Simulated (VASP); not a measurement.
Write the native input for VASP 6.6.1 that does the following.

* Task: relaxation of cell and atoms
* Functional: PBE
* Potentials or basis: VASP PAW PBE potentials, release 64 (W_sv, Si)
* Cutoff: 600 eV
* k mesh: 6 × 6 × 6
* Occupations: gaussian, width 0.1 eV
* Spin: no spin polarisation
* Dipole correction: no
* Further INCAR settings: ALGO = Normal; EDIFF = 1e-07; IBRION = 2; EDIFFG = -0.05; NSW = 100; ISIF = 3

The structure of SiW lies in POSCAR:

```
SiW
1.0
    0.0000000000      2.6254380617      2.6254380617
    2.6254380617      0.0000000000      2.6254380617
    2.6254380617      2.6254380617      0.0000000000
W Si
1 1
Direct
    0.0000000000      0.0000000000      0.0000000000
    0.2500000000      0.2500000000      0.2500000000
```

One way to write it, as run:

INCAR

```
SYSTEM = SiW
ALGO = Normal ; EDIFF = 1E-7
EDIFFG = -0.05 ; ENCUT = 600
GGA = PE ; IBRION = 2
ISIF = 3 ; ISMEAR = 0
LASPH = .True. ; LCHARG = .False.
LREAL = .False. ; LWAVE = .False.
NELM = 60 ; NSW = 100
PREC = Accurate ; SIGMA = 0.1
```

KPOINTS

```
k-points
0
Gamma
  6 6 6
  0 0 0
```

Potentials or basis: VASP PAW PBE potentials, release 64 (W_sv, Si).

Run with:

```bash
$ cat potpaw_PBE.64/W_sv/POTCAR potpaw_PBE.64/Si/POTCAR > POTCAR
$ mpirun -np 1 vasp_std > vasp.out
```

Results of the run:

| Item | Value |
| --- | --- |
| Relaxed volume | 21.78 Å³/atom |
| Relaxed cell | a = 3.950 Å, b = 3.950 Å, c = 3.950 Å, α = 60.00°, β = 60.00°, γ = 60.00° |
| Space group after relaxing (to 0.05 Å) | F-43m (No. 216) |
| Energy gained by relaxing | 286.5 meV/atom |
| Ionic steps | 4 |
| Pressure after relaxing | -0.2 GPa |
| Band gap on the k mesh | zero (band 9 reaches 6.05 eV, above the bottom of band 10 at 5.47 eV) |

Caveat: the volume moved by over 15 % at a fixed basis, so the end points are rough; spin-orbit coupling is left out, which moves the levels of the heavy elements.

Run time: 35 s on 1 thread of Intel(R) Xeon(R) Platinum 8259CL CPU @ 2.50GHz (Skylake/Cascade Lake) (shared host), peak memory 0.17 GiB.
